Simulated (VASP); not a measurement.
Mg3Ti: single point with PBE+U

The system is Mg3Ti.

```xyz
4
Lattice="-2.2010 2.2010 4.3776 2.2010 -2.2010 4.3776 2.2010 2.2010 -4.3776" Properties=species:S:1:pos:R:3 pbc="T T T"
Mg    0.0000    0.0000    4.3776
Mg    2.2010    0.0000    2.1888
Mg    0.0000    2.2010    2.1888
Ti    0.0000    0.0000    0.0000
```

| Item | Value |
| --- | --- |
| Program | VASP 6.6.1 |
| Task | single point |
| Functional | PBE |
| Potentials or basis | VASP PAW PBE potentials, release 64 (Mg_sv, Ti_sv) |
| Cutoff | 840 eV |
| k mesh | 1 × 1 × 5 |
| Occupations | gaussian, width 0.1 eV |
| Spin | no spin polarisation |
| Hubbard terms | Ti d U = 9.0 eV, J = 0.73 eV |
| Dipole correction | no |
| LDAUTYPE | 1 |
| Hund's J | 0.73 |
| Further INCAR settings | ALGO = Normal; EDIFF = 1e-06; NBANDS = 29; ISYM = 0 |

* Pressure: 1.5 GPa
* Band gap on the k mesh: zero (bands 21 and 22 overlap by 0.90 eV)

Stress tensor (GPa, compression positive):
```
  5.67 -11.94   0.00
-11.94   5.67   0.00
  0.00   0.00  -6.74
```

Levels at points of the mesh, in eV from the Fermi level:
```
           k point  band 19  band 20  band 21  band 22  band 23  band 24
(0.00, 0.00, 0.00)    -0.15    -0.14     0.38     0.47     1.71     2.22
```

Eigenvalues of the final occupation matrices:
```tsv
site	spin	trace	eigenvalues
site 4 d	1	0.82	0.04 0.05 0.18 0.19 0.37
site 4 d	2	0.82	0.04 0.05 0.18 0.19 0.37
```

Wall time 78 s on 1 thread of Intel(R) Xeon(R) Platinum 8488C (Sapphire Rapids), with other jobs on the host, peak memory 0.37 GiB.

Caveat: the k points lie up to 1.25 Å⁻¹ apart, too coarse for converged energies and pressures of a metal; U without spin polarisation on a metal has little footing; the U is typed as a test and isn't derived for this compound.
